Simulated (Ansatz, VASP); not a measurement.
**HfSi3O8: VASP beside Ansatz**

```
Hf Si O
1.0
     5.32283    0.00000    0.00000
     0.00000    5.32283    0.00000
     0.00000    0.00000    7.93651
Hf Si O
1 3 8
Direct
  0.50000 0.50000 0.50000
  0.00000 0.00000 0.00000
  0.50000 0.00000 0.77814
  0.00000 0.50000 0.22186
  0.42269 0.76876 0.65548
  0.93040 0.25162 0.10908
  0.74838 0.93040 0.89092
  0.23124 0.42269 0.34452
  0.57731 0.23124 0.65548
  0.06960 0.74838 0.10908
  0.25162 0.06960 0.89092
  0.76876 0.57731 0.34452
```

Alike in both runs: functional PBE; k mesh 4 × 4 × 4; occupations gaussian, width 0.02 eV; no spin polarisation.

Ansatz relaxed the structure, and its values are those at the end. VASP's run is a single point on that final structure, the one shown.

```csv
,VASP,Ansatz
version,VASP 6.6.1,Ansatz 0.2.0
potentials or method,"VASP PAW PBE potentials, release 64 (Hf_pv, Si, O), cutoff 520 eV","scalar-relativistic, plane waves, PAW"
valence electrons in the cell,70,86
```

|  | VASP | Ansatz | Ansatz less VASP |
| --- | --- | --- | --- |
| gap on the k mesh at the Fermi level (eV) | 4.91 | 4.91 | +0.004 |
| least direct gap on the mesh (eV) | 4.91 | 4.91 | +0.004 |
| pressure (GPa) | -0.2 | 0.0 | +0.24 |
| rms of the force components (eV/Å) | 0.065 | 0.001 | -0.0644 |

VASP's potentials hold 70 valence electrons a cell and Ansatz's 86, so a difference there can come from the potentials and not from the codes.

Neither program's run includes spin-orbit coupling.
